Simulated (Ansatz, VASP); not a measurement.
## One calculation of In6O, two programs

```
In O
1.0
     3.32000    0.00000    0.00000
    -1.66000    2.87520    0.00000
     0.00000    0.00000   16.25000
In O
6 1
Cartesian
  1.6600 0.9584 14.8964
  0.0000 1.9168 1.3536
  0.0000 0.0000 12.1875
  1.6600 0.9584 6.7714
  0.0000 1.9168 9.4786
  0.0000 0.0000 4.0625
  0.0000 0.0000 0.0000
```

Alike in both runs: task relaxation of cell and atoms; functional PBE; k mesh 6 × 6 × 1; occupations gaussian, width 0.2 eV; no spin polarisation.

|  | VASP | Ansatz |
| --- | --- | --- |
| version | VASP 6.6.1 | Ansatz 0.2.0 |
| potentials or method | VASP PAW PBE potentials, release 64 (In_d, O), cutoff 600 eV | scalar-relativistic, plane waves, PAW |
| valence electrons in the cell | 84 | 84 |

```tsv
	VASP	Ansatz	Ansatz less VASP
gap on the k mesh at the Fermi level, each at its own relaxed structure (eV)	none	none	-
relaxed volume (Å³/atom)	24.03	24.15	+0.121
relaxed cell length with the largest relative difference (Å)	3.377	3.392	+0.0151
```

A gap of «none» marks a metal or a gap that the smearing closes.

The k mesh is coarse, so the values compare programs but aren't converged.
